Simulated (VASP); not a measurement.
Wanted: the native input for a VASP 6.6.1 run.

* Task: single point
* Functional: LDA
* Potentials or basis: VASP PAW LDA potentials, release 64 (Ti_sv, Os)
* Cutoff: 520 eV
* k mesh: 8 × 8 × 8
* Occupations: fermi-dirac, width 0.05 eV
* Spin: no spin polarisation
* Dipole correction: no
* Further INCAR settings: ALGO = Normal; EDIFF = 1e-06; NBANDS = 17

The structure of TiOs lies in POSCAR:

```
TiOs
1.0
    3.0800000000      0.0000000000      0.0000000000
    0.0000000000      3.0800000000      0.0000000000
    0.0000000000      0.0000000000      3.0800000000
Ti Os
1 1
Direct
    0.5000000000      0.5649350649      0.5000000000
    0.0000000000      0.0000000000      0.0000000000
```

One way to write it, as run:

INCAR

```
SYSTEM = TiOs
ALGO = Normal
EDIFF = 1E-6
ENCUT = 520
GGA = CA
ISIF = 2
ISMEAR = -1
LASPH = .True.
LCHARG = .False.
LREAL = .False.
LWAVE = .False.
NBANDS = 17
NELM = 100
PREC = Accurate
SIGMA = 0.05
```

KPOINTS

```
k-points
0
Gamma
  8 8 8
  0 0 0
```

Potentials or basis: VASP PAW LDA potentials, release 64 (Ti_sv, Os).

Run with:

```sh
$ cat potpaw_LDA.64/Ti_sv/POTCAR potpaw_LDA.64/Os/POTCAR > POTCAR
$ mpirun -np 1 vasp_std > vasp.out
```

Results of the run:

```
Pressure               : -6.7 GPa
Largest force          : 1.380 eV/Å
Band gap on the k mesh : zero (bands 10 and 11 overlap by 1.55 eV)
```

Caveat: the cell stands under tension; spin-orbit coupling is left out, which moves the levels of the heavy elements; forces of over 1 eV/Å act on the atoms, so gaps and moduli don't describe the material at rest.

Run time: 52 s on 1 thread of AMD EPYC 7571, on a shared host, peak memory 0.12 GiB.
